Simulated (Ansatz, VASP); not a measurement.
**Two plane-wave programs on HfN**

```
CELL_PARAMETERS angstrom
0.00000 2.26500 2.26500
2.26500 0.00000 2.26500
2.26500 2.26500 0.00000
ATOMIC_POSITIONS crystal
Hf 0.00000 0.00000 0.00000
N 0.50000 0.50000 0.50000
```

Alike in both runs: task relaxation of cell and atoms; functional LDA; k mesh 16 × 16 × 16; occupations gaussian, width 0.1 eV; no spin polarisation.

```csv
,VASP,Ansatz
version,VASP 6.6.1,Ansatz 0.2.0
potentials or method,"VASP PAW LDA potentials, release 64 (Hf_pv, N)","scalar-relativistic, plane waves, PAW"
plane-wave cutoff (eV),600,420
valence electrons in the cell,15,31
```

Ansatz gave:

| Property | Result |
| --- | --- |
| gap on the k mesh at the Fermi level, each at its own relaxed structure (eV) | none |
| relaxed volume (Å³/atom) | 11.15 |
| relaxed cell length with the largest relative difference (Å) | 3.159 |

**Question.** Estimate VASP's values.

**Answer.** gap on the k mesh at the Fermi level, each at its own relaxed structure (eV): none; relaxed volume (Å³/atom): 11.10; relaxed cell length with the largest relative difference (Å): 3.155.

LDA's correlation is that of Perdew and Zunger in VASP and of Perdew and Wang (1992) in Ansatz. A gap of «none» marks a metal or a gap that the smearing closes. VASP's potentials hold 15 valence electrons a cell and Ansatz's 31, so a difference there can come from the potentials and not from the codes.

Spin-orbit coupling is off throughout.
